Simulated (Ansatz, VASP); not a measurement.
# TiPt3 in VASP and in Ansatz

```
Ti Pt
1.0
     3.94828    0.00000    0.00000
     0.00000    3.94828    0.00000
     0.00000    0.00000    3.94828
Ti Pt
1 3
Direct
  0.00000 0.00000 0.00000
  0.00000 0.50000 0.50000
  0.50000 0.00000 0.50000
  0.50000 0.50000 0.00000
```

Change from the starting cell: volume scaled by 1.04, PAW files.

Alike in both runs: task electric field gradients; functional PBEsol; k mesh 9 × 9 × 9; occupations fermi-dirac, width 0.05 eV; no spin polarisation.

|  | VASP | Ansatz |
| --- | --- | --- |
| version | VASP 6.6.1 | Ansatz 0.2.0 |
| potentials or method | VASP PAW PBE potentials, release 64 (Ti_sv, Pt) | PAW with Ansatz's default frozen-core files, scalar-relativistic |
| plane-wave cutoff (eV) | 520 | 420 |
| valence electrons in the cell | 42 | 66 |

|  | VASP | Ansatz | Ansatz less VASP |
| --- | --- | --- | --- |
| pressure (GPa) | -9.3 | -9.0 | +0.26 |
| size of Vzz on the site where it differs most (V/Å²) | 63.9 | 74.2 | +10.24 |

VASP's potentials were made for PBE, not for PBEsol. VASP's potentials hold 42 valence electrons a cell and Ansatz's 66, so a difference there can come from the potentials and not from the codes.

Neither program's run includes spin-orbit coupling.
